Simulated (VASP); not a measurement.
Wanted: the native input for a VASP 6.6.1 run.

| Quantity | Value |
| --- | --- |
| Task | single point |
| Functional | PBE |
| Potentials or basis | VASP PAW PBE potentials, release 64 (Pt) |
| Cutoff | 520 eV |
| k mesh | 20 × 20 × 20 |
| Occupations | fermi-dirac, width 0.02 eV |
| Spin | no spin polarisation |
| Dipole correction | no |
| Further INCAR settings | ALGO = Normal; EDIFF = 1e-06; NBANDS = 11 |

The structure of Pt lies in POSCAR:

```
Pt
1.0
    0.0000000000      2.0068475000      1.9579000000
    2.0068475000      0.0000000000      1.9579000000
    2.0068475000      2.0068475000      0.0000000000
Pt
1
Direct
    0.0000000000      0.0000000000      0.0000000000
```

This cell differs from its parent crystal: strain +0.0250 x Voigt [1, 1, 0, 0, 0, 0].

The input as run:

INCAR

```
  ALGO = Normal
  EDIFF = 1E-6
  ENCUT = 520
  GGA = PE
  ISIF = 2
  ISMEAR = -1
  LASPH = True
  LCHARG = False
  LREAL = False
  LWAVE = False
  NBANDS = 11
  NELM = 80
  PREC = Accurate
  SIGMA = 0.02
```

KPOINTS

```
k-points
0
Gamma
  20 20 20
```

Potentials or basis: VASP PAW PBE potentials, release 64 (Pt).

Command:

```sh
$ cat potpaw_PBE.64/Pt/POTCAR > POTCAR
$ mpirun -np 1 vasp_std > vasp.out
```

Results of the run:

* Pressure: -2.5 GPa
* Band gap on the k mesh: zero (bands 5 and 6 overlap by 2.13 eV)

Caveat: the cell differs from its parent crystal (strain +0.0250 x Voigt [1, 1, 0, 0, 0, 0]); spin-orbit coupling is left out, which moves the levels of the heavy elements.

It took 62 s on 1 thread of Intel(R) Xeon(R) Platinum 8488C (Sapphire Rapids), on a shared host, peak memory 0.24 GiB.
